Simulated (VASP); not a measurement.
# Zn: single point with PBEsol

Zn:

```
CELL_PARAMETERS angstrom
2.64068 0.00000 0.00000
-1.32034 2.28689 0.00000
0.00000 0.00000 4.64786
ATOMIC_POSITIONS crystal
Zn 0.66667 0.33333 0.75000
Zn 0.33333 0.66667 0.25000
```

- Program: VASP 6.6.1
- Task: single point
- Functional: PBEsol
- Potentials or basis: VASP PAW PBE potentials, release 64 (Zn)
- Cutoff: 520 eV
- k mesh: 11 × 11 × 6
- Occupations: fermi-dirac, width 0.05 eV
- Spin: no spin polarisation

```
Pressure               : 0.5 GPa
Band gap on the k mesh : zero (band 12 reaches 5.03 eV, above the bottom of band 13 at 1.22 eV)
```

Stress tensor (GPa, compression positive):
```
0.51 0.00 0.00
0.00 0.51 0.00
0.00 0.00 0.34
```

Levels at points of the mesh, in eV from the Fermi level:
```
           k point  band 10  band 11  band 12  band 13  band 14  band 15
(0.00, 0.00, 0.00)    -7.19    -7.19    -3.80    -2.33    16.30    17.32
(0.00, 0.00, 0.50)    -7.31    -7.31    -7.31     5.93     5.93    18.84
```

Run time: 54 s on 1 thread of AMD EPYC 7R43 64-Core Processor (Zen 3), with other jobs on the host, peak memory 0.12 GiB.

Caveat: the PAW data sets were made with another functional, which shifts forces and pressure a little.
